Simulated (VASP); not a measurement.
Wanted: the native input for a VASP 6.6.1 run.

```yaml
Task: single point
Functional: PBEsol
Potentials_or_basis: VASP PAW PBE potentials, release 64 (Ti_sv, Al)
Cutoff: 520 eV
k_mesh: 18 × 18 × 10
Occupations: gaussian, width 0.15 eV
Spin: no spin polarisation
Dipole_correction: no
Further_INCAR_settings: ALGO = Fast; EDIFF = 1e-06; NBANDS = 14
```

The structure of TiAl lies in POSCAR:

```
TiAl
1.0
    2.8672622327      0.0000000000      0.0000000000
   -1.4336311163      2.4831219328      0.0000000000
    0.0000000000      0.0000000000      4.6780830000
Ti Al
1 1
Direct
   -0.2333979206     -0.1708591363      0.0000000000
    0.3333333333      0.6666666667      0.5000000000
```

This cell differs from its parent crystal: atom 1 (Ti) moved by (-0.600, +0.000) A along [1 1 0] and z.

These files were run (other wordings do the same):

INCAR

```
PREC = Accurate
ENCUT = 520
EDIFF = 1E-6
ISMEAR = 0
SIGMA = 0.15
LREAL = False
LASPH = True
NELM = 60
ALGO = Fast
ISIF = 2
LWAVE = False
LCHARG = False
GGA = PS
NBANDS = 14
```

KPOINTS

```
Automatic mesh
0
Gamma
  18 18 10
```

Potentials or basis: VASP PAW PBE potentials, release 64 (Ti_sv, Al).

Command:

```console
$ cat potpaw_PBE.64/Ti_sv/POTCAR potpaw_PBE.64/Al/POTCAR > POTCAR
$ mpirun -np 1 vasp_std > vasp.out
```

Results of the run:

```
Pressure               : 0.6 GPa
Largest force          : 1.486 eV/Å
Band gap on the k mesh : zero (an odd number of electrons rules out a gap without spin polarisation)
```

Caveat: the cell differs from its parent crystal (atom 1 (Ti) moved by (-0.600, +0.000) A along [1 1 0] and z); the PAW data sets were made with another functional, which shifts forces and pressure a little.

It took 11 min on 1 thread of Intel(R) Xeon(R) Platinum 8488C (Sapphire Rapids) (shared host), peak memory 0.56 GiB.
